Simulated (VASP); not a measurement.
# SnO2 (P4_2/nmc) in VASP: further runs

SnO2 is run at these levels: PBEsol, r2SCAN; tasks: relaxation of cell and atoms, single point.

Everything below comes from runs of VASP 6.6.1. Logs are shortened: lines on timing, memory, paths and dates and some standing lists are left out, and cuts for length are marked.

## (1) The cell of the first run

The structure is tetragonal, space group P4_2/nmc (No. 137). The conventional cell has a = 3.593 Å, b = 3.593 Å, c = 5.532 Å, α = 90.00°, β = 90.00°, γ = 90.00°. Sn (site symmetry -4m2) has 8 O at 2.05 to 2.53 Å within 2.7 Å. Within 2.8 Å of O (site symmetry 2mm) lie 4 Sn at 2.05 to 2.53 Å and 6 O at 2.67 to 2.77 Å.

## (2) Relaxation of cell and atoms, PBEsol

INCAR

```
SYSTEM = SnO2
ALGO = Normal ; EDIFF = 1E-6
EDIFFG = -0.005 ; ENCUT = 600
GGA = PS ; IBRION = 2
ISIF = 3 ; ISMEAR = -1
LASPH = .True. ; LCHARG = .False.
LREAL = .False. ; LWAVE = .False.
NELM = 60 ; NSW = 80
PREC = Accurate ; SIGMA = 0.02
```

KPOINTS

```
k-points
0
Gamma
  6 6 4
  0 0 0
```

POSCAR

```
SnO2
1.0
    3.5927301822      0.0000000000      0.0000000000
    0.0000000000      3.5927301822      0.0000000000
    0.0000000000      0.0000000000      5.5321121962
Sn O
2 4
Direct
    0.5000000000      0.5000000000      0.5000000000
    0.0000000000      0.0000000000      0.0000000000
    0.0000000000      0.5000000000      0.6768050174
    0.5000000000      0.0000000000      0.8231949826
    0.5000000000      0.0000000000      0.3231949826
    0.0000000000      0.5000000000      0.1768050174
```

Potentials or basis: VASP PAW PBE potentials, release 64 (Sn_d, O).

Launch:

```console
> cat potpaw_PBE.64/Sn_d/POTCAR potpaw_PBE.64/O/POTCAR > POTCAR
> mpirun -np 1 vasp_std > vasp.out
```

OUTCAR:

```text
SYSTEM = SnO2
   EDIFF = 1E-6
   EDIFFG = -0.005
   ENCUT = 600
   GGA = PS
   IBRION = 2
   ISIF = 3
   ISMEAR = -1
   LASPH = .True.
   LREAL = .False.
   NELM = 60
   NSW = 80
   PREC = Accurate

 ion  position               nearest neighbor table
   1  0.500  0.500  0.500-   3 2.05   5 2.05   5 2.05   3 2.05   4 2.53   4 2.53   6 2.53   6 2.53
                             2 3.76   2 3.76   2 3.76   2 3.76   2 3.76   2 3.76   2 3.76   2 3.76
   2  0.000  0.000  0.000-   4 2.05   6 2.05   6 2.05   4 2.05   3 2.53   5 2.53   3 2.53   5 2.53
                             1 3.76   1 3.76   1 3.76   1 3.76   1 3.76   1 3.76   1 3.76   1 3.76
   3  0.000  0.500  0.677-   1 2.05   1 2.05   2 2.53   2 2.53
   4  0.500  0.000  0.823-   2 2.05   2 2.05   1 2.53   1 2.53
   5  0.500  0.000  0.323-   1 2.05   1 2.05   2 2.53   2 2.53
   6  0.000  0.500  0.177-   2 2.05   2 2.05   1 2.53   1 2.53

  LATTYP: Found a simple tetragonal cell.
 ALAT       =     3.5927301822
 C/A-ratio  =     1.5398073097

  Lattice vectors:

 A1 = (   3.5927301822,   0.0000000000,   0.0000000000)
 A2 = (   0.0000000000,   3.5927301822,   0.0000000000)
 A3 = (   0.0000000000,   0.0000000000,   5.5321121962)

Analysis of symmetry for initial positions (statically):
=====================================================================
 Subroutine PRICEL returns:
 Original cell was already a primitive cell.

 Routine SETGRP: Setting up the symmetry group for a
 simple tetragonal supercell.

 Subroutine GETGRP returns: Found 16 space group operations
 (whereof  8 operations were pure point group operations)
 out of a pool of 16 trial point group operations.

The static configuration has the point symmetry D_2d.
 The point group associated with its full space group is D_4h.

Analysis of symmetry for dynamics (positions and initial velocities):
=====================================================================
 Subroutine PRICEL returns:
 Original cell was already a primitive cell.

 Routine SETGRP: Setting up the symmetry group for a
 simple tetragonal supercell.

 Subroutine GETGRP returns: Found 16 space group operations
 (whereof  8 operations were pure point group operations)
 out of a pool of 16 trial point group operations.

The dynamic configuration has the point symmetry D_2d.
 The point group associated with its full space group is D_4h.

 Subroutine INISYM returns: Found 16 space group operations
 (whereof  8 operations are pure point group operations),
 and found     1 'primitive' translations

----------------------------------------------------------------------------------------

                                     Primitive cell

  volume of cell :      71.4069

  direct lattice vectors                    reciprocal lattice vectors
     3.592730182  0.000000000  0.000000000     0.278339856  0.000000000  0.000000000
     0.000000000  3.592730182  0.000000000     0.000000000  0.278339856  0.000000000
     0.000000000  0.000000000  5.532112196     0.000000000  0.000000000  0.180762784

  length of vectors
     3.592730182  3.592730182  5.532112196     0.278339856  0.278339856  0.180762784

  position of ions in fractional coordinates (direct lattice)
     0.500000000  0.500000000  0.500000000
     0.000000000  0.000000000  0.000000000
     0.000000000  0.500000000  0.676805017
     0.500000000  0.000000000  0.823194983
     0.500000000  0.000000000  0.323194983
     0.000000000  0.500000000  0.176805017

  ion indices of the primitive-cell ions
   primitive index   ion index
                 1           1
                 2           2
                 3           3
                 4           4
                 5           5
                 6           6

----------------------------------------------------------------------------------------

 KPOINTS: k-points

Automatic generation of k-mesh.
 Grid dimensions read from file:
 generate k-points for:    6    6    4

 Generating k-lattice:

  Cartesian coordinates                     Fractional coordinates (reciprocal lattice)
     0.046389976  0.000000000  0.000000000     0.166666667  0.000000000  0.000000000
     0.000000000  0.046389976  0.000000000     0.000000000  0.166666667  0.000000000
     0.000000000  0.000000000  0.045190696     0.000000000  0.000000000  0.250000000

  Length of vectors
     0.046389976  0.046389976  0.045190696

  Shift w.r.t. Gamma in fractional coordinates (k-lattice)
     0.000000000  0.000000000  0.000000000

 Subroutine IBZKPT returns following result:
 ===========================================

 Found     30 irreducible k-points:

 Following reciprocal coordinates:
            Coordinates               Weight
  0.000000  0.000000  0.000000      1.000000
  0.166667  0.000000  0.000000      4.000000
  0.333333  0.000000  0.000000      4.000000
  0.500000  0.000000  0.000000      2.000000
  0.166667  0.166667  0.000000      4.000000
  0.333333  0.166667  0.000000      8.000000
[... 16 lines left out ...]
  0.333333  0.000000  0.500000      4.000000
  0.500000  0.000000  0.500000      2.000000
 [... further k-points ...]
   k-points           NKPTS =     30   k-points in BZ     NKDIM =     30   number of bands    NBANDS=     31
   number of dos      NEDOS =    301   number of ions     NIONS =      6
   total plane-waves  NPLWV =  43200
   dimension x,y,z NGX =    30 NGY =   30 NGZ =   48
   dimension x,y,z NGXF=    60 NGYF=   60 NGZF=   96
   ions per type =               2   4
   NGX,Y,Z   is equivalent  to a cutoff of  13.88, 13.88, 14.42 a.u.
   NGXF,Y,Z  is equivalent  to a cutoff of  27.76, 27.76, 28.85 a.u.
 SYSTEM =  SnO2
   PREC   = accura    normal or accurate (medium, high low for compatibility)
   ISTART =      0    job   : 0-new  1-cont  2-samecut
   ICHARG =      2    charge: 1-file 2-atom 10-const
   ISPIN  =      1    spin polarized calculation?
   LNONCOLLINEAR =      F non collinear calculations
   LSORBIT =      F    spin-orbit coupling
   LASPH  =      T    aspherical Exc in radial PAW
   ENCUT  =  600.0 eV  44.10 Ry    6.64 a.u.   7.18  7.18 11.05*2*pi/ulx,y,z
   NELM   =     60;   NELMIN=  2; NELMDL= -5     # of ELM steps
   EDIFF  = 0.1E-05   stopping-criterion for ELM
   LREAL  =      F    real-space projection
   EDIFFG = -.5E-02   stopping-criterion for IOM
   NSW    =     80    number of steps for IOM
   IBRION =      2    ionic relax: 0-MD 1-quasi-New 2-CG
   NFREE  =      1    steps in history (QN), initial steepest desc. (CG)
   ISIF   =      3    stress and relaxation
   ISYM   =      2    0-nonsym 1-usesym 2-fastsym
   POTIM  = 0.5000    time-step for ionic-motion
   TEBEG  =    0.0;   TEEND  =   0.0 temperature during run
   PSTRESS=    0.0 pullay stress
   NELECT =      52.0000    total number of electrons
   NUPDOWN=      -1.0000    fix difference up-down
   EMIN   =  10.00;   EMAX   =-10.00  energy-range for DOS
   EFERMI =   0.00;   METHOD = LEGACY
   ISMEAR =    -1;   SIGMA  =   0.02  broadening in eV -4-tet -1-fermi 0-gaus
   EFERMI_NEDOS =   21; number of points for ismear=-14 and -15
   IALGO  =     38    algorithm
   IMIX   =      4    mixing-type and parameters
     AMIX     =   0.40;   BMIX     =  1.00
     AMIX_MAG =   1.60;   BMIX_MAG =  1.00
  volume/ion in A,a.u.               =      11.90        80.31
  Fermi-wavevector in a.u.,A,eV,Ry     =   1.472864  2.783309 29.515491  2.169327
  Thomas-Fermi vector in A             =   2.587827
   LORBIT       =      0    0 simple, 1 ext, 2 COOP (PROOUT), +10 PAW based schemes
   GGA     = PS    functional components
   LHFCALC =     F    Hartree Fock is set to
   AEXX    =    0.0000 exact exchange contribution
   IVDW    =     0    specifies the selected vdW correction
   LEPSILON=     F    determine dielectric tensor
   LRPA    =     F    only Hartree local field effects (RPA)
 conjugate gradient relaxation of ions
 non-spin polarized calculation
  energy-cutoff  :      600.00
  volume of cell :       71.41
 maximum number of plane-waves:      2440
 NGX is ok and might be reduce to    30
   NGX = 15   NGY = 15   NGZ = 23

--------------------------------------- Ionic step        1  -------------------------------------------

 number of electron      52.0000019 magnetization

 Free energy of the ion-electron system (eV)
  ---------------------------------------------------
  ext. energy  EPLUGINS =         0.00000000
  ---------------------------------------------------
  free energy    TOTEN  =       -38.77093090 eV

  energy without entropy =      -38.77093090  energy(sigma->0) =      -38.77093090

------------------------ aborting loop because EDIFF is reached ----------------------------------------

  FORCE on cell =-STRESS in cart. coord.  units (eV):
  Direction    XX          YY          ZZ          XY          YZ          ZX
  --------------------------------------------------------------------------------------
  -------------------------------------------------------------------------------------
  Total       -2.6518450     -2.6518450     -2.6046002      0.0000000      0.0000000      0.0000000
  in kB      -59.5002151    -59.5002151    -58.4401692      0.0000000      0.0000000      0.0000000
  external PRESSURE =     -59.1468664 kB  Pullay stress =       0.0000000 kB
[... 101 lines left out ...]
  FREE ENERGIE OF THE ION-ELECTRON SYSTEM (eV)
  ---------------------------------------------------
  free  energy   TOTEN  =       -38.8144342089 eV

  energy  without entropy=      -38.8144342089  energy(sigma->0) =      -38.81443421

[... ionic steps 4 to 7 ...]

--------------------------------------- Ionic step        8  -------------------------------------------

 number of electron      52.0000033 magnetization

------------------------ aborting loop because EDIFF is reached ----------------------------------------
[... 75 lines left out ...]
--------------------------------------- Ionic step       10  -------------------------------------------

 number of electron      52.0000032 magnetization

 Free energy of the ion-electron system (eV)
  ---------------------------------------------------
  ext. energy  EPLUGINS =         0.00000000
  ---------------------------------------------------
  free energy    TOTEN  =       -38.82950068 eV

  energy without entropy =      -38.82950068  energy(sigma->0) =      -38.82950068

 E-fermi :   7.0330     XC(G=0): -11.9207

 val. band max:        6.5955145591   @ k =   0.5000   0.5000   0.0000
 cond. band min:       7.4926168022   @ k =   0.0000   0.0000   0.0000
 fundamental gap:      0.8971022431
 Fermi energy:         7.0330496936

 k-point     1 :       0.0000    0.0000    0.0000
  band No.  band energies     occupation
      1     -14.0170      2.00000
      2     -13.7342      2.00000
      3     -13.3284      2.00000
      4     -13.3206      2.00000
      5     -13.3206      2.00000
      6     -13.2405      2.00000
[... 805 lines left out ...]
     30      14.9671      0.00000
     31      16.9067      0.00000

 [... further k-points ...]

------------------------ aborting loop because EDIFF is reached ----------------------------------------

  FORCE on cell =-STRESS in cart. coord.  units (eV):
  Direction    XX          YY          ZZ          XY          YZ          ZX
  --------------------------------------------------------------------------------------
  -------------------------------------------------------------------------------------
  Total        0.0015731      0.0015731     -0.0117710      0.0000000      0.0000000     -0.0000000
  in kB        0.0368636      0.0368636     -0.2758320      0.0000000      0.0000000     -0.0000000
  external PRESSURE =      -0.0673683 kB  Pullay stress =       0.0000000 kB
[... 21 lines left out ...]
  FREE ENERGIE OF THE ION-ELECTRON SYSTEM (eV)
  ---------------------------------------------------
  free  energy   TOTEN  =       -38.8295006752 eV

  energy  without entropy=      -38.8295006752  energy(sigma->0) =      -38.82950068

 reached required accuracy - stopping structural energy minimisation
```

Run time: 4.6 min. Hardware: 1 thread of AMD EPYC 9R45 (Zen 5), shared host; peak memory 0.22 GiB.

What came out:

```yaml
Free_energy: -38.8295 eV
Relaxed_volume: 11.40 Å³/atom
Relaxed_cell: a = 3.561 Å, b = 3.561 Å, c = 5.392 Å, α = 90.00°, β = 90.00°, γ = 90.00°
Space_group_after_relaxing_to_0.1_Å: P4_2/nmc (No. 137)
Energy_gained_by_relaxing: 9.8 meV/atom
Ionic_steps: 10
Pressure_after_relaxing: 0.0 GPa
Band_gap_on_the_k_mesh: 0.90 eV (least direct gap 1.00 eV)
```

The path:
```csv
step,energy change (eV),largest force (eV/Å),pressure (GPa),volume (Å³)
1,0.0000,0.0080,-5.91,71.41
2,0.0014,0.3456,6.80,66.96
3,-0.0435,0.1598,-0.06,69.14
4,-0.0492,0.1332,-0.05,68.96
5,-0.0574,0.0639,0.14,68.42
6,-0.0574,0.0571,0.15,68.37
7,-0.0584,0.0178,-0.32,68.46
8,-0.0585,0.0000,-0.19,68.44
9,-0.0585,0.0035,0.30,68.26
10,-0.0586,0.0012,-0.01,68.37
```

Final structure:
```yaml
crystal:
  lattice:
    - [3.56085, 0.00000, 0.00000]
    - [0.00000, 3.56085, 0.00000]
    - [0.00000, 0.00000, 5.39224]
  atoms:
    - { symbol: Sn, position: [0.50000, 0.50000, 0.50000] }
    - { symbol: Sn, position: [0.00000, 0.00000, 0.00000] }
    - { symbol: O, position: [0.00000, 0.50000, 0.68326] }
    - { symbol: O, position: [0.50000, 0.00000, 0.81674] }
    - { symbol: O, position: [0.50000, 0.00000, 0.31674] }
    - { symbol: O, position: [0.00000, 0.50000, 0.18326] }
```

Caveat: the PAW data sets were made with another functional, which shifts forces and pressure a little; spin-orbit coupling is left out, which moves the levels of the heavy elements. A k mesh can miss the band edges.

## (3) Single point, r2SCAN

This run uses another cell than the first one, of 11.40 Å³/atom.

POSCAR

```
SnO2
1.0
    3.5490131225      0.0000000000      0.0000000000
    0.0000000000      3.5490131225      0.0000000000
    0.0000000000      0.0000000000      5.4292608834
Sn O
2 4
Direct
    0.5000000000      0.5000000000      0.5000000000
    0.0000000000      0.0000000000      0.0000000000
    0.0000000000      0.5000000000      0.6771525376
    0.5000000000      0.0000000000      0.8228474624
    0.5000000000      0.0000000000      0.3228474624
    0.0000000000      0.5000000000      0.1771525376
```

INCAR.step1

```
SYSTEM = SnO2
ALGO     = Normal         ! electronic algorithm
EDIFF    = 1E-4           ! SCF threshold, eV
ENCUT    = 520            ! plane-wave cutoff, eV
GGA      = PE             ! functional
ISMEAR   = 0              ! smearing method
LASPH    = .TRUE.         ! aspherical terms in the spheres
LCHARG   = .FALSE.        ! write CHGCAR
LREAL    = .FALSE.        ! projectors in reciprocal space
LWAVE    = .TRUE.         ! write WAVECAR
NBANDS   = 35             ! bands
NELM     = 100            ! most SCF steps
PREC     = Accurate       ! precision mode
SIGMA    = 0.01           ! smearing width, eV
```

INCAR.step2

```
SYSTEM = SnO2
ALGO     = Normal         ! electronic algorithm
EDIFF    = 1E-7           ! SCF threshold, eV
ENCUT    = 520            ! plane-wave cutoff, eV
ISIF     = 2              ! what is computed and relaxed
ISMEAR   = 0              ! smearing method
ISTART   = 1            
LASPH    = .TRUE.         ! aspherical terms in the spheres
LCHARG   = .FALSE.        ! write CHGCAR
LMIXTAU  = .TRUE.       
LREAL    = .FALSE.        ! projectors in reciprocal space
LWAVE    = .FALSE.        ! write WAVECAR
METAGGA  = R2SCAN         ! meta-GGA
NBANDS   = 35             ! bands
NELM     = 100            ! most SCF steps
PREC     = Accurate       ! precision mode
SIGMA    = 0.01           ! smearing width, eV
```

KPOINTS

```
k-points
0
G
  8 8 6
  0 0 0
```

Potentials or basis: VASP PAW PBE potentials, release 64 (Sn_d, O).

Launch:

```console
> cat potpaw_PBE.64/Sn_d/POTCAR potpaw_PBE.64/O/POTCAR > POTCAR
> cp INCAR.step1 INCAR
> mpirun -np 1 vasp_std > vasp.out
> cp INCAR.step2 INCAR
> mpirun -np 1 vasp_std > vasp.out
```

Run time: 6.3 min. Hardware: 1 thread of AMD EPYC 9R45 (Zen 5), shared host; peak memory 0.23 GiB.

The run converged. Its results:

```yaml
Free_energy: -83.5578 eV
Pressure: 1.2 GPa
Largest_force: 0.064 eV/Å
Band_gap_on_the_k_mesh: 1.72 eV (least direct gap 1.85 eV)
```

Forces in eV/Å, atoms in the order of the input:
```
Sn   0.000  0.000  0.000
Sn   0.000  0.000  0.000
O    0.000  0.000  0.064
O    0.000  0.000 -0.064
O    0.000  0.000 -0.064
O    0.000  0.000  0.064
```

Stress tensor (GPa, compression positive):
```
1.36 0.00 0.00
0.00 1.36 0.00
0.00 0.00 0.82
```

Levels at points of the mesh, in eV from the valence-band top:
```tsv
k point	band 24	band 25	band 26	band 27	band 28	band 29
(0.00, 0.00, 0.00)	-0.39	-0.13	-0.13	1.72	4.88	8.23
(0.50, 0.00, 0.00)	-1.18	-0.48	-0.48	5.32	5.32	8.66
(0.50, 0.50, 0.00)	-0.41	0.00	0.00	6.59	6.59	8.43
(0.00, 0.00, 0.50)	-1.11	-0.08	-0.08	4.25	4.25	7.35
(0.50, 0.00, 0.50)	-1.32	-1.24	-1.24	5.59	5.59	9.33
(0.50, 0.50, 0.50)	-0.44	-0.41	-0.41	6.96	6.96	10.82
```

Caveat: the PAW data sets were made with another functional, which shifts forces and pressure a little; spin-orbit coupling is left out, which moves the levels of the heavy elements. A k mesh can miss the band edges.
